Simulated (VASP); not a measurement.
# Hf2Sc (P6/mmm) in VASP: relaxation of cell and atoms with PBE

Aim: the relaxation of cell and atoms of Hf2Sc with PBE.

All numbers are computed with VASP 6.6.1; they aren't measurements. Logs are shortened: lines on timing, memory, paths and dates and some standing lists are left out, and cuts for length are marked.

## (1) The cell of the first run

It takes space group P6/mmm (No. 191, hexagonal). Conventional cell: a = 4.997 Å, b = 4.997 Å, c = 3.142 Å, α = 90.00°, β = 90.00°, γ = 120.00°. Within 3.8 Å of Hf (site symmetry -6m2) lie 5 Hf at 2.88 to 3.14 Å and 6 Sc at 3.28 Å. Within 4.1 Å of Sc (site symmetry 6/mmm) lie 2 Sc at 3.14 Å and 12 Hf at 3.28 Å.

## (2) Relaxation of cell and atoms, PBE

Input file INCAR:

```
SYSTEM = Hf2Sc
ALGO     = Fast           ! electronic algorithm
EDIFF    = 1E-6           ! SCF threshold, eV
EDIFFG   = -0.01          ! ionic threshold
ENCUT    = 600            ! plane-wave cutoff, eV
GGA      = PE             ! functional
IBRION   = 2              ! ionic algorithm
ISIF     = 3              ! what is computed and relaxed
ISMEAR   = 0              ! smearing method
LASPH    = .True.         ! aspherical terms in the spheres
LCHARG   = .False.        ! write CHGCAR
LREAL    = .False.        ! projectors in reciprocal space
LWAVE    = .False.        ! write WAVECAR
NELM     = 80             ! most SCF steps
NSW      = 100            ! ionic steps
PREC     = Accurate       ! precision mode
SIGMA    = 0.1            ! smearing width, eV
```

Input file KPOINTS:

```
k-points
0
Gamma
  12 12 14
  0 0 0
```

Input file POSCAR:

```
Hf2Sc
1.0
    4.9967289215      0.0000000000      0.0000000000
   -2.4983644608      4.3272941819      0.0000000000
    0.0000000000      0.0000000000      3.1420041004
Hf Sc
2 1
Direct
    0.3333333333      0.6666666667      0.5000000000
    0.6666666667      0.3333333333      0.5000000000
    0.0000000000      0.0000000000      0.0000000000
```

Potentials or basis: VASP PAW PBE potentials, release 64 (Hf_pv, Sc_sv).

The run is started by

```
$ cat potpaw_PBE.64/Hf_pv/POTCAR potpaw_PBE.64/Sc_sv/POTCAR > POTCAR
$ mpirun -np 1 vasp_std > vasp.out
```

OUTCAR:

```text
SYSTEM = Hf2Sc
   EDIFF = 1E-6
   EDIFFG = -0.01
   ENCUT = 600
   GGA = PE
   IBRION = 2
   ISIF = 3
   ISMEAR = 0
   LASPH = .True.
   LREAL = .False.
   NELM = 80
   NSW = 100
   PREC = Accurate

 ion  position               nearest neighbor table
   1  0.333  0.667  0.500-   2 2.88   2 2.88   2 2.88   3 3.28   3 3.28   3 3.28   3 3.28   3 3.28
                             3 3.28
   2  0.667  0.333  0.500-   1 2.88   1 2.88   1 2.88   3 3.28   3 3.28   3 3.28   3 3.28   3 3.28
                             3 3.28
   3  0.000  0.000  0.000-   1 3.28   2 3.28   1 3.28   2 3.28   2 3.28   2 3.28   1 3.28   1 3.28
                             2 3.28   2 3.28   1 3.28   1 3.28

  LATTYP: Found a hexagonal cell.
 ALAT       =     4.9967289215
 C/A-ratio  =     0.6288121989

  Lattice vectors:

 A1 = (   4.9967289215,   0.0000000000,   0.0000000000)
 A2 = (  -2.4983644608,   4.3272941819,   0.0000000000)
 A3 = (   0.0000000000,   0.0000000000,   3.1420041004)

Analysis of symmetry for initial positions (statically):
=====================================================================
 Subroutine PRICEL returns:
 Original cell was already a primitive cell.

 Routine SETGRP: Setting up the symmetry group for a
 hexagonal supercell.

 Subroutine GETGRP returns: Found 24 space group operations
 (whereof 24 operations were pure point group operations)
 out of a pool of 24 trial point group operations.

The static configuration has the point symmetry D_6h.

Analysis of symmetry for dynamics (positions and initial velocities):
=====================================================================
 Subroutine PRICEL returns:
 Original cell was already a primitive cell.

 Routine SETGRP: Setting up the symmetry group for a
 hexagonal supercell.

 Subroutine GETGRP returns: Found 24 space group operations
 (whereof 24 operations were pure point group operations)
 out of a pool of 24 trial point group operations.

The dynamic configuration has the point symmetry D_6h.

 Subroutine INISYM returns: Found 24 space group operations
 (whereof 24 operations are pure point group operations),
 and found     1 'primitive' translations

----------------------------------------------------------------------------------------

                                     Primitive cell

  volume of cell :      67.9374

  direct lattice vectors                    reciprocal lattice vectors
     4.996728921  0.000000000  0.000000000     0.200130929  0.115545646  0.000000000
    -2.498364461  4.327294182  0.000000000     0.000000000  0.231091291  0.000000000
     0.000000000  0.000000000  3.142004100     0.000000000  0.000000000  0.318268203

  length of vectors
     4.996728921  4.996728922  3.142004100     0.231091291  0.231091291  0.318268203

  position of ions in fractional coordinates (direct lattice)
     0.333333333  0.666666667  0.500000000
     0.666666667  0.333333333  0.500000000
     0.000000000  0.000000000  0.000000000

  ion indices of the primitive-cell ions
   primitive index   ion index
                 1           1
                 2           2
                 3           3

----------------------------------------------------------------------------------------

 KPOINTS: k-points

Automatic generation of k-mesh.
 Grid dimensions read from file:
 generate k-points for:   12   12   14

 Generating k-lattice:

  Cartesian coordinates                     Fractional coordinates (reciprocal lattice)
     0.016677577  0.009628804  0.000000000     0.083333333  0.000000000  0.000000000
     0.000000000  0.019257608  0.000000000     0.000000000  0.083333333  0.000000000
     0.000000000  0.000000000  0.022733443     0.000000000  0.000000000  0.071428571

  Length of vectors
     0.019257608  0.019257608  0.022733443

  Shift w.r.t. Gamma in fractional coordinates (k-lattice)
     0.000000000  0.000000000  0.000000000

 Subroutine IBZKPT returns following result:
 ===========================================

 Found    152 irreducible k-points:

 Following reciprocal coordinates:
            Coordinates               Weight
  0.000000  0.000000  0.000000      1.000000
  0.083333  0.000000  0.000000      6.000000
  0.166667  0.000000  0.000000      6.000000
  0.250000  0.000000  0.000000      6.000000
  0.333333  0.000000  0.000000      6.000000
  0.416667  0.000000  0.000000      6.000000
[... 16 lines left out ...]
  0.250000  0.000000  0.071429     12.000000
  0.333333  0.000000  0.071429     12.000000
 [... further k-points ...]
   k-points           NKPTS =    152   k-points in BZ     NKDIM =    152   number of bands    NBANDS=     19
   number of dos      NEDOS =    301   number of ions     NIONS =      3
   total plane-waves  NPLWV =  44800
   dimension x,y,z NGX =    40 NGY =   40 NGZ =   28
   dimension x,y,z NGXF=    80 NGYF=   80 NGZF=   56
   ions per type =               2   1
   NGX,Y,Z   is equivalent  to a cutoff of  13.31, 13.31, 14.82 a.u.
   NGXF,Y,Z  is equivalent  to a cutoff of  26.62, 26.62, 29.63 a.u.
 SYSTEM =  Hf2Sc
   PREC   = accura    normal or accurate (medium, high low for compatibility)
   ISTART =      0    job   : 0-new  1-cont  2-samecut
   ICHARG =      2    charge: 1-file 2-atom 10-const
   ISPIN  =      1    spin polarized calculation?
   LNONCOLLINEAR =      F non collinear calculations
   LSORBIT =      F    spin-orbit coupling
   LASPH  =      T    aspherical Exc in radial PAW
   ENCUT  =  600.0 eV  44.10 Ry    6.64 a.u.   9.98  9.98  6.28*2*pi/ulx,y,z
   NELM   =     80;   NELMIN=  2; NELMDL= -5     # of ELM steps
   EDIFF  = 0.1E-05   stopping-criterion for ELM
   LREAL  =      F    real-space projection
   EDIFFG = -.1E-01   stopping-criterion for IOM
   NSW    =    100    number of steps for IOM
   IBRION =      2    ionic relax: 0-MD 1-quasi-New 2-CG
   NFREE  =      1    steps in history (QN), initial steepest desc. (CG)
   ISIF   =      3    stress and relaxation
   ISYM   =      2    0-nonsym 1-usesym 2-fastsym
   POTIM  = 0.5000    time-step for ionic-motion
   TEBEG  =    0.0;   TEEND  =   0.0 temperature during run
   PSTRESS=    0.0 pullay stress
   NELECT =      31.0000    total number of electrons
   NUPDOWN=      -1.0000    fix difference up-down
   EMIN   =  10.00;   EMAX   =-10.00  energy-range for DOS
   EFERMI =   0.00;   METHOD = LEGACY
   ISMEAR =     0;   SIGMA  =   0.10  broadening in eV -4-tet -1-fermi 0-gaus
   EFERMI_NEDOS =   21; number of points for ismear=-14 and -15
   IALGO  =     68    algorithm
   IMIX   =      4    mixing-type and parameters
     AMIX     =   0.40;   BMIX     =  1.00
     AMIX_MAG =   1.60;   BMIX_MAG =  1.00
  volume/ion in A,a.u.               =      22.65       152.82
  Fermi-wavevector in a.u.,A,eV,Ry     =   1.260354  2.381723 21.612735  1.588491
  Thomas-Fermi vector in A             =   2.393867
   LORBIT       =      0    0 simple, 1 ext, 2 COOP (PROOUT), +10 PAW based schemes
   GGA     = PE    functional components
   LHFCALC =     F    Hartree Fock is set to
   AEXX    =    0.0000 exact exchange contribution
   IVDW    =     0    specifies the selected vdW correction
   LEPSILON=     F    determine dielectric tensor
   LRPA    =     F    only Hartree local field effects (RPA)
 conjugate gradient relaxation of ions
 non-spin polarized calculation
 RMM-DIIS sequential band-by-band and
 Gauss-broadening in eV      SIGMA  =   0.10
  energy-cutoff  :      600.00
  volume of cell :       67.94
 maximum number of plane-waves:      2328
 NGX is ok and might be reduce to    40
   NGX = 19   NGY = 19   NGZ = 13

--------------------------------------- Ionic step        1  -------------------------------------------

 number of electron      31.0000001 magnetization

 Free energy of the ion-electron system (eV)
  ---------------------------------------------------
  ext. energy  EPLUGINS =         0.00000000
  ---------------------------------------------------
  free energy    TOTEN  =       -25.83924740 eV

  energy without entropy =      -25.82229440  energy(sigma->0) =      -25.83077090

------------------------ aborting loop because EDIFF is reached ----------------------------------------

  FORCE on cell =-STRESS in cart. coord.  units (eV):
  Direction    XX          YY          ZZ          XY          YZ          ZX
  --------------------------------------------------------------------------------------
  -------------------------------------------------------------------------------------
  Total       -0.1338916     -0.1338916     -0.2252521      0.0000000      0.0000000      0.0000000
  in kB       -3.1575838     -3.1575838     -5.3121519      0.0000000      0.0000000      0.0000000
  external PRESSURE =      -3.8757732 kB  Pullay stress =       0.0000000 kB
[... 59 lines left out ...]
  energy  without entropy=      -25.8226726119  energy(sigma->0) =      -25.83107026

--------------------------------------- Ionic step        3  -------------------------------------------

 number of electron      31.0000001 magnetization

 Free energy of the ion-electron system (eV)
  ---------------------------------------------------
  ext. energy  EPLUGINS =         0.00000000
  ---------------------------------------------------
  free energy    TOTEN  =       -25.83968562 eV

  energy without entropy =      -25.82282624  energy(sigma->0) =      -25.83125593

 E-fermi :   4.3064     XC(G=0): -10.9130

 val. band max:        4.3048905678   @ k =   0.0833   0.0000   0.0714
 cond. band min:       4.3068711832   @ k =   0.4167   0.1667   0.2857
 fundamental gap:      0.0019806155
 Fermi energy:         4.3063555261

 k-point     1 :       0.0000    0.0000    0.0000
  band No.  band energies     occupation
      1     -44.7362      2.00000
      2     -26.2403      2.00000
      3     -26.2403      2.00000
      4     -25.7531      2.00000
      5     -25.6032      2.00000
      6     -25.5938      2.00000
[... 11 lines left out ...]
     18       6.0191      0.00000
     19       6.6426      0.00000
[... 489 lines left out ...]
      3     -26.1360      2.00000
      4     -25.7455      2.00000
      5     -25.6930      2.00000
      6     -25.6575      2.00000
[... 11 lines left out ...]
     18       5.6998      0.00000
     19       5.8951      0.00000

 [... further k-points ...]
[... 5 lines left out ...]
  --------------------------------------------------------------------------------------
  -------------------------------------------------------------------------------------
  Total        0.0292690      0.0292690     -0.0084128     -0.0000000      0.0000000      0.0000000
  in kB        0.6935426      0.6935426     -0.1993459     -0.0000000      0.0000000      0.0000000
  external PRESSURE =       0.3959131 kB  Pullay stress =       0.0000000 kB
[... 18 lines left out ...]
  FREE ENERGIE OF THE ION-ELECTRON SYSTEM (eV)
  ---------------------------------------------------
  free  energy   TOTEN  =       -25.8396856191 eV

  energy  without entropy=      -25.8228262442  energy(sigma->0) =      -25.83125593

 reached required accuracy - stopping structural energy minimisation
```

It took 6.1 min on 1 thread of Intel Xeon 6975P-C (Granite Rapids), shared host; peak memory 0.41 GiB.

Results:

- Free energy: -25.8397 eV
- Relaxed volume: 22.54 Å³/atom
- Relaxed cell: a = 4.990 Å, b = 4.990 Å, c = 3.135 Å, α = 90.00°, β = 90.00°, γ = 120.00°
- Space group after relaxing (to 0.1 Å): P6/mmm (No. 191)
- Energy gained by relaxing: 0.1 meV/atom
- Ionic steps: 3
- Pressure after relaxing: 0.0 GPa
- Band gap on the k mesh: zero (an odd number of electrons rules out a gap without spin polarisation)

Stress tensor (GPa, compression positive):
```
 0.07  0.00  0.00
 0.00  0.07  0.00
 0.00  0.00 -0.02
```

The path:
| step | energy change (eV) | largest force (eV/Å) | pressure (GPa) | volume (Å³) |
| --- | --- | --- | --- | --- |
| 1 | 0.0000 | 0.0000 | -0.39 | 67.94 |
| 2 | -0.0002 | 0.0000 | 0.31 | 67.40 |
| 3 | -0.0004 | 0.0000 | 0.04 | 67.62 |

Final structure:
```
Hf Sc
1.0
     4.99029    0.00000    0.00000
    -2.49514    4.32171    0.00000
     0.00000    0.00000    3.13519
Hf Sc
2 1
Direct
  0.33333 0.66667 0.50000
  0.66667 0.33333 0.50000
  0.00000 0.00000 0.00000
```

Levels at points of the mesh, in eV from the Fermi level:
```
           k point  band 13  band 14  band 15  band 16  band 17  band 18  band 19
(0.00, 0.00, 0.00)    -0.39    -0.39    -0.33     0.00     0.00     1.71     2.34
(0.50, 0.00, 0.00)    -2.63    -0.21    -0.10     0.17     0.97     1.21     1.52
(0.00, 0.00, 0.50)    -1.83    -1.28    -0.88    -0.88     1.59     1.59     2.11
(0.50, 0.00, 0.50)    -1.70    -0.60    -0.51    -0.49     0.59     1.22     1.68
```

Caveat: spin-orbit coupling is left out, which moves the levels of the heavy elements.
